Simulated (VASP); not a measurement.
A run of VASP 6.6.1:

INCAR

```
  ALGO = Fast
  EDIFF = 1E-6
  EDIFFG = -0.01
  ENCUT = 600
  GGA = PE
  IBRION = 2
  ISIF = 3
  ISMEAR = 0
  LASPH = T
  LCHARG = F
  LREAL = F
  LWAVE = F
  NELM = 80
  NSW = 100
  PREC = Accurate
  SIGMA = 0.1
```

Contents of KPOINTS:

```
k-points
0
Gamma
  12 12 8
```

POSCAR

```
TiAl3Ni2
1.0
    4.1865790989      0.0000000000      0.0000000000
   -2.0932895495      3.6256838546      0.0000000000
    0.0000000000      0.0000000000      5.4228857750
Ti Al Ni
1 3 2
Direct
    0.0000000000      0.0000000000      0.5000000000
    0.3333333333      0.6666666667      0.2546355854
    0.6666666667      0.3333333333      0.7453644146
    0.0000000000      0.0000000000      0.0000000000
    0.3333333333      0.6666666667      0.7531999938
    0.6666666667      0.3333333333      0.2468000062
```

Potentials or basis: VASP PAW PBE potentials, release 64 (Ti_sv, Al, Ni).

Run with:

```bash
$ cat potpaw_PBE.64/Ti_sv/POTCAR potpaw_PBE.64/Al/POTCAR potpaw_PBE.64/Ni/POTCAR > POTCAR
$ mpirun -np 1 vasp_std > vasp.out
```

Hardware: 1 thread of Intel(R) Xeon(R) 6975P-C (Granite Rapids), with other jobs on the host.

Question: How long does it take, and how much memory?

Answer: It took 50 min on 1 thread of Intel(R) Xeon(R) 6975P-C (Granite Rapids), on a shared host, peak memory 0.53 GiB. Counts: scf iterations 248, k points 131, ion steps 15.
